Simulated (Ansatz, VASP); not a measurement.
**Ti: VASP beside Ansatz**

INCAR

```
SYSTEM = Ti
PREC = Accurate
ENCUT = 520
EDIFF = 1E-6
ISMEAR = -1
SIGMA = 0.05
LREAL = .FALSE.
LASPH = .TRUE.
NELM = 100
ALGO = Fast
ISIF = 2
LWAVE = .FALSE.
LCHARG = .FALSE.
GGA = PS
NBANDS = 12
```

File KPOINTS:

```
regular mesh
0
G
  11 11 11
  0 0 0
```

POSCAR

```
Ti
1.0
   -1.6576603256      1.6576603256      1.6081800000
    1.6576603256     -1.6576603256      1.6081800000
    1.6576603256      1.6576603256     -1.6081800000
Ti
1
Direct
    0.0000000000      0.0000000000      0.0000000000
```

The input input.yaml:

```yaml
crystal:
  lattice:
    - [-1.6576603256, 1.6576603256, 1.60818]
    - [1.6576603256, -1.6576603256, 1.60818]
    - [1.6576603256, 1.6576603256, -1.60818]
  atoms:
    - { symbol: Ti, position: [0.0, 0.0, 0.0] }
kpoints:
  mp_grid: { grid: [11, 11, 11] }
scf:
  occupations: { method: fermi_dirac, width: 0.05 }
hamiltonian:
  xc: pbesol
  pseudopotentials: { kind: all_electron, lapw: { basis_error: 0.001 } }
output:
  forces: true
  stress: true
  eigenvalues: true
```

Change from the starting cell: strain_z_fixed_volume = -0.02.

Alike in both runs: task single point; functional PBEsol; k mesh 11 × 11 × 11; occupations fermi-dirac, width 0.05 eV; no spin polarisation.

|  | VASP | Ansatz |
| --- | --- | --- |
| version | VASP 6.6.1 | Ansatz 0.2.0 |
| potentials or method | VASP PAW PBE potentials, release 64 (Ti_sv), cutoff 520 eV | all-electron LAPW, scalar-relativistic |

```csv
,VASP,Ansatz,Ansatz less VASP
gap on the k mesh at the Fermi level (eV),none,none,-
pressure (GPa),-7.0,-6.8,+0.19
"traceless stress, the component that is largest in VASP (GPa)",-1.18,-1.19,-0.014
```

VASP's potentials were made for PBE, not for PBEsol. A gap of «none» marks a metal or a gap that the smearing closes. Ansatz ran all-electron here, and VASP with PAW potentials.
